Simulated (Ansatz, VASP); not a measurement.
Given: the input of a run of VASP 6.6.1 on TiAl3.

The input INCAR:

```
PREC = Accurate ; ENCUT = 520
EDIFF = 1E-7 ; ISMEAR = 0
SIGMA = 0.014 ; LREAL = False
LASPH = True ; NELM = 80
ALGO = Normal ; ISIF = 2
LWAVE = False ; LCHARG = False
GGA = PE ; NBANDS = 18
```

The input KPOINTS:

```
regular mesh
0
Gamma
  10 10 10
```

The input POSCAR:

```
TiAl3
1.0
   -1.9111067713      1.9111067713      4.2806687947
    1.9111067713     -1.9111067713      4.2806687947
    1.9111067713      1.9111067713     -4.2806687947
Ti Al
1 3
Direct
    0.0000000000      0.0000000000      0.0000000000
    0.2500000000      0.7500000000      0.5000000000
    0.7500000000      0.2500000000      0.5000000000
    0.5000000000      0.5000000000      0.0000000000
```

Potentials or basis: VASP PAW PBE potentials, release 64 (Ti_sv, Al).

Command:

```console
$ cat potpaw_PBE.64/Ti_sv/POTCAR potpaw_PBE.64/Al/POTCAR > POTCAR
$ mpirun -np 1 vasp_std > vasp.out
```

Question: Set up the same calculation for Ansatz 0.2.0. Potentials there: Ansatz PAW.

Answer: As run (the cutoff follows the program's own potentials):

Contents of input.yaml:

```yaml
crystal:
  lattice:
    - [-1.9111067713, 1.9111067713, 4.2806687947]
    - [1.9111067713, -1.9111067713, 4.2806687947]
    - [1.9111067713, 1.9111067713, -4.2806687947]
  atoms:
    - { symbol: Ti, position: [0.0, 0.0, 0.0] }
    - { symbol: Al, position: [0.25, 0.75, 0.5] }
    - { symbol: Al, position: [0.75, 0.25, 0.5] }
    - { symbol: Al, position: [0.5, 0.5, 0.0] }
hamiltonian:
  xc: pbe
  pseudopotentials: { kind: paw }
kpoints:
  mp_grid: { grid: [10, 10, 10] }
scf:
  occupations: { method: gaussian, width: 0.014 }
output:
  forces: true
  stress: true
  eigenvalues: true
```

Potentials or basis: Ansatz PAW.

Command:

```console
$ ansatz run input.yaml --threads 1 --pin off --max-ram 3584MiB --backend cpu --events-out ev --progress --plain --runs-dir out
```

Both were run:

|  | VASP | Ansatz | Ansatz less VASP |
| --- | --- | --- | --- |
| gap on the k mesh at the Fermi level (eV) | none | none | - |
| pressure (GPa) | 2.1 | 2.1 | +0.03 |
| traceless stress, the component that is largest in VASP (GPa) | -0.14 | -0.14 | +0.003 |

A gap of «none» marks a metal or a gap that the smearing closes. The functional is the same, so the differences come from potentials, cutoffs and numerics.
